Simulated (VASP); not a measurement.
Set up this calculation in VASP 6.6.1, as the native input.

| Property | Result |
| --- | --- |
| Task | single point |
| Functional | PBEsol |
| Potentials or basis | VASP PAW PBE potentials, release 64 (W_sv, Se) |
| Cutoff | 520 eV |
| k mesh | 12 × 12 × 2 |
| Occupations | gaussian, width 0.02 eV |
| Spin | no spin polarisation |
| Dipole correction | no |
| Further INCAR settings | ALGO = Normal; EDIFF = 1e-07; NBANDS = 20 |

The structure of WSe2 lies in POSCAR:

```
WSe2
1.0
    3.2702526787      0.0000000000      0.0000000000
   -1.6351263394      2.8321218966      0.0000000000
    0.0000000000      0.0000000000     16.6612169678
W Se
1 2
Direct
    0.0000000000      0.0000000000      0.0000000000
    0.3333333333      0.6666666667      0.1003992722
    0.3333333333      0.6666666667      0.8996007278
```

The input as run:

INCAR

```
  ALGO = Normal
  EDIFF = 1E-7
  ENCUT = 520
  GGA = PS
  ISIF = 2
  ISMEAR = 0
  LASPH = True
  LCHARG = True
  LELF = True
  LREAL = False
  LVHAR = True
  LWAVE = False
  NBANDS = 20
  NELM = 80
  PREC = Accurate
  SIGMA = 0.02
```

KPOINTS

```
k-points
0
Gamma
  12 12 2
```

Potentials or basis: VASP PAW PBE potentials, release 64 (W_sv, Se).

Launch:

```bash
$ cat potpaw_PBE.64/W_sv/POTCAR potpaw_PBE.64/Se/POTCAR > POTCAR
$ mpirun -np 1 vasp_std > vasp.out
```

It gave:

```json
{"Largest force": "0.060 eV/Å", "Band gap on the k mesh": "1.69 eV"}
```

Caveat: there is no dipole correction, which matters where the two faces differ; the PAW data sets were made with another functional, which shifts forces and pressure a little; spin-orbit coupling is left out, which moves the levels of the heavy elements.

It took 54 s on 1 thread of Intel(R) Xeon(R) 6975P-C (Granite Rapids) (shared host), peak memory 0.31 GiB.
